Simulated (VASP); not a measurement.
Ru:

```
Ru
1.0
     2.70580    0.00000    0.00000
    -1.35290    2.34329    0.00000
     0.00000    0.00000    4.28190
Ru
2
Direct
  0.33333 0.66667 0.25000
  0.66667 0.33333 0.75000
```

```yaml
Program: VASP 6.6.1
Task: relaxation of volume and atoms at fixed shape
Functional: LDA
Potentials_or_basis: VASP PAW LDA potentials, release 64 (Ru_pv)
Cutoff: 600 eV
k_mesh: 10 × 10 × 6
Occupations: gaussian, width 0.05 eV
Spin: no spin polarisation
```

At the start: pressure -11.5 GPa; volume 13.57 Å³/atom.

Task: Where does the relaxation end?

Result: Over 4 steps the energy falls by 16.5 meV/atom and the volume is 13.13 Å³/atom (-3.3 %); space group P6_3/mmc (No. 194, to 0.05 Å).

The path:
```
step  energy change (eV)  largest force (eV/Å)  pressure (GPa)  volume (Å³)
   1              0.0000                0.0000          -11.45        27.15
   2              0.3726                0.0000           52.77        23.51
   3             -0.0330                0.0000           -0.57        26.29
   4             -0.0331                0.0000           -0.08        26.26
```

Final structure:
```
Ru
1.0
     2.67582    0.00000    0.00000
    -1.33791    2.31733    0.00000
     0.00000    0.00000    4.23445
Ru
2
Direct
  0.33333 0.66667 0.25000
  0.66667 0.33333 0.75000
```
